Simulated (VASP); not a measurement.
Al2Cu:

```xyz
3
Lattice="4.1052 0.0000 0.0000 0.0000 4.1052 0.0000 0.0000 0.0000 2.8913" Properties=species:S:1:pos:R:3 pbc="T T T"
Al    2.1209    0.0559    1.4603
Al    0.0255    2.1118    1.4367
Cu   -0.0450   -0.1068    0.1655
```

```yaml
Program: VASP 6.6.1
Task: relaxation of cell and atoms
Functional: PBEsol
Potentials_or_basis: VASP PAW PBE potentials, release 64 (Al, Cu)
Cutoff: 600 eV
k_mesh: 6 × 6 × 8
Occupations: gaussian, width 0.1 eV
Spin: no spin polarisation
```

At the start: pressure 0.3 GPa; volume 16.24 Å³/atom.

Q: Where does the relaxation end?

A: Over 45 steps the energy falls by 79.0 meV/atom and the volume is 15.88 Å³/atom (-2.2 %); space group P4/mmm (No. 123, to 0.05 Å).

The path:
```tsv
step	energy change (eV)	largest force (eV/Å)	pressure (GPa)	volume (Å³)
1	0.0000	1.7448	0.34	48.73
3	-0.1952	0.3142	-2.13	49.03
5	-0.2238	0.2044	1.29	47.04
7	-0.2332	0.1074	0.66	47.40
9	-0.2346	0.0848	-0.29	47.79
11	-0.2358	0.0705	-0.18	47.60
13	-0.2362	0.0510	0.43	47.41
15	-0.2368	0.0371	0.30	47.63
17	-0.2369	0.0238	0.15	47.56
19	-0.2369	0.0291	0.36	47.59
21	-0.2370	0.0241	-0.10	47.69
23	-0.2371	0.0062	-0.16	47.68
25	-0.2371	0.0069	0.12	47.63
27	-0.2371	0.0071	-0.17	47.67
29	-0.2371	0.0066	-0.09	47.66
31	-0.2371	0.0057	0.12	47.66
33	-0.2371	0.0056	0.11	47.65
35	-0.2371	0.0058	0.27	47.65
37	-0.2371	0.0055	0.11	47.65
39	-0.2371	0.0048	-0.19	47.65
41	-0.2371	0.0048	-0.24	47.65
43	-0.2371	0.0040	-0.06	47.65
45	-0.2371	0.0045	0.02	47.65
```

Final structure:
```yaml
crystal:
  lattice:
    - [4.12828, -0.00122, 0.00086]
    - [-0.00126, 4.12805, 0.00137]
    - [-0.00057, -0.00088, 2.79631]
  atoms:
    - { symbol: Al, position: [0.50388, 0.00113, 0.51961] }
    - { symbol: Al, position: [0.00422, 0.50051, 0.51985] }
    - { symbol: Cu, position: [0.00382, 0.00037, 0.01977] }
```

Caveat: the PAW data sets were made with another functional, which shifts forces and pressure a little.
